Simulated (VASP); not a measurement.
# BiO5 (P-43m) in VASP: relaxation of cell and atoms with PBE

Aim: the relaxation of cell and atoms of BiO5 with PBE.

All numbers are computed with VASP 6.6.1; they aren't measurements. Logs are shortened: lines on timing, memory, paths and dates and some standing lists are left out, and cuts for length are marked.

## 1. The cell of the first run

It takes space group P-43m (No. 215, cubic). Conventional cell: a = 4.325 Å, b = 4.325 Å, c = 4.325 Å, α = 90.00°, β = 90.00°, γ = 90.00°. Bi (site symmetry -43m) has 4 O at 1.87 Å within 2.5 Å. O (site symmetry 3m) has 1 Bi at 1.87 Å and 1 O at 1.88 Å within 2.5 Å. O (site symmetry -43m) has 4 O at 1.88 Å within 2.5 Å.

The cell was built from a structure type or drawn by symmetry, and may not be a known phase.

## 2. Relaxation of cell and atoms, PBE

Input file INCAR:

```
SYSTEM = BiO5
  ALGO = Normal
  EDIFF = 1E-7
  EDIFFG = -0.08
  ENCUT = 600
  GGA = PE
  GGA_COMPAT = .FALSE.
  IBRION = 2
  ISIF = 3
  ISMEAR = 0
  LASPH = .TRUE.
  LCHARG = .FALSE.
  LREAL = .FALSE.
  LWAVE = .FALSE.
  NELM = 120
  NELMIN = 4
  NSW = 36
  PREC = Accurate
  SIGMA = 0.2
```

Input file KPOINTS:

```
k-points
0
G
  4 4 4
  0 0 0
```

Input file POSCAR:

```
BiO5
1.0
    4.3254607000      0.0000000000      0.0000000000
    0.0000000000      4.3254607000      0.0000000000
    0.0000000000      0.0000000000      4.3254607000
Bi O
1 5
Direct
    0.5000000000      0.5000000000      0.5000000000
    0.7491007700      0.7491007700      0.7491007700
    0.2508992300      0.2508992300      0.7491007700
    0.2508992300      0.7491007700      0.2508992300
    0.7491007700      0.2508992300      0.2508992300
    0.0000000000      0.0000000000      0.0000000000
```

Potentials or basis: VASP PAW PBE potentials, release 64 (Bi_d, O).

The run is started by

```console
cat potpaw_PBE.64/Bi_d/POTCAR potpaw_PBE.64/O/POTCAR > POTCAR
mpirun -np 1 vasp_std > vasp.out
```

OUTCAR:

```text
SYSTEM = BiO5
   EDIFF = 1E-7
   EDIFFG = -0.08
   ENCUT = 600
   GGA = PE
   IBRION = 2
   ISIF = 3
   ISMEAR = 0
   LASPH = .TRUE.
   LREAL = .FALSE.
   NELM = 120
   NELMIN = 4
   NSW = 36
   PREC = Accurate

 ion  position               nearest neighbor table
   1  0.500  0.500  0.500-   2 1.87   3 1.87   4 1.87   5 1.87
   2  0.749  0.749  0.749-   1 1.87   6 1.88
   3  0.251  0.251  0.749-   1 1.87   6 1.88
   4  0.251  0.749  0.251-   1 1.87   6 1.88
   5  0.749  0.251  0.251-   1 1.87   6 1.88
   6  0.000  0.000  0.000-   2 1.88   3 1.88   4 1.88   5 1.88

  LATTYP: Found a simple cubic cell.
 ALAT       =     4.3254607000

  Lattice vectors:

 A1 = (   4.3254607000,   0.0000000000,   0.0000000000)
 A2 = (   0.0000000000,   4.3254607000,   0.0000000000)
 A3 = (   0.0000000000,   0.0000000000,   4.3254607000)

Analysis of symmetry for initial positions (statically):
=====================================================================
 Subroutine PRICEL returns:
 Original cell was already a primitive cell.

 Routine SETGRP: Setting up the symmetry group for a
 simple cubic supercell.

 Subroutine GETGRP returns: Found 24 space group operations
 (whereof 24 operations were pure point group operations)
 out of a pool of 48 trial point group operations.

The static configuration has the point symmetry T_d .

Analysis of symmetry for dynamics (positions and initial velocities):
=====================================================================
 Subroutine PRICEL returns:
 Original cell was already a primitive cell.

 Routine SETGRP: Setting up the symmetry group for a
 simple cubic supercell.

 Subroutine GETGRP returns: Found 24 space group operations
 (whereof 24 operations were pure point group operations)
 out of a pool of 48 trial point group operations.

The dynamic configuration has the point symmetry T_d .

 Subroutine INISYM returns: Found 24 space group operations
 (whereof 24 operations are pure point group operations),
 and found     1 'primitive' translations

----------------------------------------------------------------------------------------

                                     Primitive cell

  volume of cell :      80.9277

  direct lattice vectors                    reciprocal lattice vectors
     4.325460700  0.000000000  0.000000000     0.231189247  0.000000000  0.000000000
     0.000000000  4.325460700  0.000000000     0.000000000  0.231189247  0.000000000
     0.000000000  0.000000000  4.325460700     0.000000000  0.000000000  0.231189247

  length of vectors
     4.325460700  4.325460700  4.325460700     0.231189247  0.231189247  0.231189247

  position of ions in fractional coordinates (direct lattice)
     0.500000000  0.500000000  0.500000000
     0.749100770  0.749100770  0.749100770
     0.250899230  0.250899230  0.749100770
     0.250899230  0.749100770  0.250899230
     0.749100770  0.250899230  0.250899230
     0.000000000  0.000000000  0.000000000

  ion indices of the primitive-cell ions
   primitive index   ion index
                 1           1
                 2           2
                 3           3
                 4           4
                 5           5
                 6           6

----------------------------------------------------------------------------------------

 KPOINTS: k-points

Automatic generation of k-mesh.
 Grid dimensions read from file:
 generate k-points for:    4    4    4

 Generating k-lattice:

  Cartesian coordinates                     Fractional coordinates (reciprocal lattice)
     0.057797312  0.000000000  0.000000000     0.250000000  0.000000000  0.000000000
     0.000000000  0.057797312  0.000000000     0.000000000  0.250000000  0.000000000
     0.000000000  0.000000000  0.057797312     0.000000000  0.000000000  0.250000000

  Length of vectors
     0.057797312  0.057797312  0.057797312

  Shift w.r.t. Gamma in fractional coordinates (k-lattice)
     0.000000000  0.000000000  0.000000000

 Subroutine IBZKPT returns following result:
 ===========================================

 Found     10 irreducible k-points:

 Following reciprocal coordinates:
            Coordinates               Weight
  0.000000  0.000000  0.000000      1.000000
  0.250000  0.000000  0.000000      6.000000
  0.500000  0.000000  0.000000      3.000000
  0.250000  0.250000  0.000000     12.000000
  0.500000  0.250000  0.000000     12.000000
  0.500000  0.500000  0.000000      3.000000
  0.250000  0.250000  0.250000      8.000000
  0.500000  0.250000  0.250000     12.000000
  0.500000  0.500000  0.250000      6.000000
  0.500000  0.500000  0.500000      1.000000
   k-points           NKPTS =     10   k-points in BZ     NKDIM =     10   number of bands    NBANDS=     27
   number of dos      NEDOS =    301   number of ions     NIONS =      6
   total plane-waves  NPLWV =  46656
   dimension x,y,z NGX =    36 NGY =   36 NGZ =   36
   dimension x,y,z NGXF=    72 NGYF=   72 NGZF=   72
   ions per type =               1   5
   NGX,Y,Z   is equivalent  to a cutoff of  13.84, 13.84, 13.84 a.u.
   NGXF,Y,Z  is equivalent  to a cutoff of  27.67, 27.67, 27.67 a.u.
 SYSTEM =  BiO5
   PREC   = accura    normal or accurate (medium, high low for compatibility)
   ISTART =      0    job   : 0-new  1-cont  2-samecut
   ICHARG =      2    charge: 1-file 2-atom 10-const
   ISPIN  =      1    spin polarized calculation?
   LNONCOLLINEAR =      F non collinear calculations
   LSORBIT =      F    spin-orbit coupling
   LASPH  =      T    aspherical Exc in radial PAW
   ENCUT  =  600.0 eV  44.10 Ry    6.64 a.u.   8.64  8.64  8.64*2*pi/ulx,y,z
   NELM   =    120;   NELMIN=  4; NELMDL= -5     # of ELM steps
   EDIFF  = 0.1E-06   stopping-criterion for ELM
   LREAL  =      F    real-space projection
   EDIFFG = -.8E-01   stopping-criterion for IOM
   NSW    =     36    number of steps for IOM
   IBRION =      2    ionic relax: 0-MD 1-quasi-New 2-CG
   NFREE  =      1    steps in history (QN), initial steepest desc. (CG)
   ISIF   =      3    stress and relaxation
   ISYM   =      2    0-nonsym 1-usesym 2-fastsym
   POTIM  = 0.5000    time-step for ionic-motion
   TEBEG  =    0.0;   TEEND  =   0.0 temperature during run
   PSTRESS=    0.0 pullay stress
   NELECT =      45.0000    total number of electrons
   NUPDOWN=      -1.0000    fix difference up-down
   EMIN   =  10.00;   EMAX   =-10.00  energy-range for DOS
   EFERMI =   0.00;   METHOD = LEGACY
   ISMEAR =     0;   SIGMA  =   0.20  broadening in eV -4-tet -1-fermi 0-gaus
   EFERMI_NEDOS =   21; number of points for ismear=-14 and -15
   IALGO  =     38    algorithm
   IMIX   =      4    mixing-type and parameters
     AMIX     =   0.40;   BMIX     =  1.00
     AMIX_MAG =   1.60;   BMIX_MAG =  1.00
  volume/ion in A,a.u.               =      13.49        91.02
  Fermi-wavevector in a.u.,A,eV,Ry     =   1.346212  2.543971 24.657640  1.812285
  Thomas-Fermi vector in A             =   2.474062
   LORBIT       =      0    0 simple, 1 ext, 2 COOP (PROOUT), +10 PAW based schemes
   GGA     = PE    functional components
   LHFCALC =     F    Hartree Fock is set to
   AEXX    =    0.0000 exact exchange contribution
   IVDW    =     0    specifies the selected vdW correction
   LEPSILON=     F    determine dielectric tensor
   LRPA    =     F    only Hartree local field effects (RPA)
 conjugate gradient relaxation of ions
 non-spin polarized calculation
 Gauss-broadening in eV      SIGMA  =   0.20
  energy-cutoff  :      600.00
  volume of cell :       80.93
 maximum number of plane-waves:      2730
 NGX is ok and might be reduce to    36
   NGX = 17   NGY = 17   NGZ = 17

--------------------------------------- Ionic step        1  -------------------------------------------

 number of electron      45.0000003 magnetization

 Free energy of the ion-electron system (eV)
  ---------------------------------------------------
  ext. energy  EPLUGINS =         0.00000000
  ---------------------------------------------------
  free energy    TOTEN  =       -22.23652304 eV

  energy without entropy =      -22.17226133  energy(sigma->0) =      -22.20439219

------------------------ aborting loop because EDIFF is reached ----------------------------------------

  FORCE on cell =-STRESS in cart. coord.  units (eV):
  Direction    XX          YY          ZZ          XY          YZ          ZX
  --------------------------------------------------------------------------------------
  -------------------------------------------------------------------------------------
  Total       10.0623832     10.0623832     10.0623832      0.0000000      0.0000000      0.0000000
  in kB      199.2114617    199.2114617    199.2114617      0.0000000      0.0000000      0.0000000
  external PRESSURE =     199.2114617 kB  Pullay stress =       0.0000000 kB
[... 145 lines left out ...]
  energy  without entropy=      -24.6039162683  energy(sigma->0) =      -24.65243859

--------------------------------------- Ionic step        5  -------------------------------------------

 number of electron      45.0000000 magnetization

 Free energy of the ion-electron system (eV)
  ---------------------------------------------------
  ext. energy  EPLUGINS =         0.00000000
  ---------------------------------------------------
  free energy    TOTEN  =       -24.77504898 eV

  energy without entropy =      -24.70462338  energy(sigma->0) =      -24.73983618

 E-fermi :   2.0618     XC(G=0):  -9.8673

 val. band max:        2.0247924657   @ k =   0.5000   0.2500   0.2500
 cond. band min:       2.1536281662   @ k =   0.2500   0.2500   0.0000
 fundamental gap:      0.1288357005
 Fermi energy:         2.0618190895

 k-point     1 :       0.0000    0.0000    0.0000
  band No.  band energies     occupation
      1     -20.4515      2.00000
      2     -20.4515      2.00000
      3     -20.4515      2.00000
      4     -20.4111      2.00000
      5     -20.2528      2.00000
      6     -20.2528      2.00000
[... 322 lines left out ...]
  FREE ENERGIE OF THE ION-ELECTRON SYSTEM (eV)
  ---------------------------------------------------
  free  energy   TOTEN  =       -24.7750489795 eV

  energy  without entropy=      -24.7046233755  energy(sigma->0) =      -24.73983618

 reached required accuracy - stopping structural energy minimisation
```

Run time: 63 s. Hardware: 1 thread of Intel Xeon 6975P-C (Granite Rapids), shared host; peak memory 0.21 GiB.

What came out:

```yaml
Free_energy: -24.7750 eV
Relaxed_volume: 13.80 Å³/atom
Relaxed_cell: a = 4.358 Å, b = 4.358 Å, c = 4.358 Å, α = 90.00°, β = 90.00°, γ = 90.00°
Space_group_after_relaxing_to_0.1_Å: P-43m (No. 215)
Energy_gained_by_relaxing: 423.1 meV/atom
Ionic_steps: 5
Pressure_after_relaxing: 0.5 GPa
Largest_force_after_relaxing: 0.062 eV/Å
Band_gap_on_the_k_mesh: zero (an odd number of electrons rules out a gap without spin polarisation)
```

Forces in eV/Å, atoms in the order of the input:
```
Bi   0.000  0.000  0.000
O    0.036  0.036  0.036
O   -0.036 -0.036  0.036
O   -0.036  0.036 -0.036
O    0.036 -0.036 -0.036
O    0.000  0.000  0.000
```

The path:
| step | energy change (eV) | largest force (eV/Å) | pressure (GPa) | volume (Å³) |
| --- | --- | --- | --- | --- |
| 1 | 0.0000 | 5.5993 | 19.92 | 80.93 |
| 2 | -1.7552 | 0.2584 | -10.93 | 102.20 |
| 3 | -2.1630 | 0.7801 | -6.21 | 93.41 |
| 4 | -2.4644 | 0.4354 | -2.97 | 87.20 |
| 5 | -2.5385 | 0.0618 | 0.49 | 82.78 |

Final structure:
```xyz
6
Lattice="4.3582 0.0000 0.0000 0.0000 4.3582 0.0000 0.0000 0.0000 4.3582" Properties=species:S:1:pos:R:3 pbc="T T T"
Bi    2.1791    2.1791    2.1791
O     3.4117    3.4117    3.4117
O     0.9465    0.9465    3.4117
O     0.9465    3.4117    0.9465
O     3.4117    0.9465    0.9465
O     0.0000    0.0000    0.0000
```

Caveat: the k points lie up to 0.36 Å⁻¹ apart in the final cell, too coarse for converged energies and pressures of a metal; spin-orbit coupling is left out, which moves the levels of the heavy elements; an odd number of electrons without spin polarisation forces a metal; a magnetic or distorted state may lie lower; the relaxation stopped at a loose force limit of 0.08 eV/Å, so its end isn't a converged minimum.
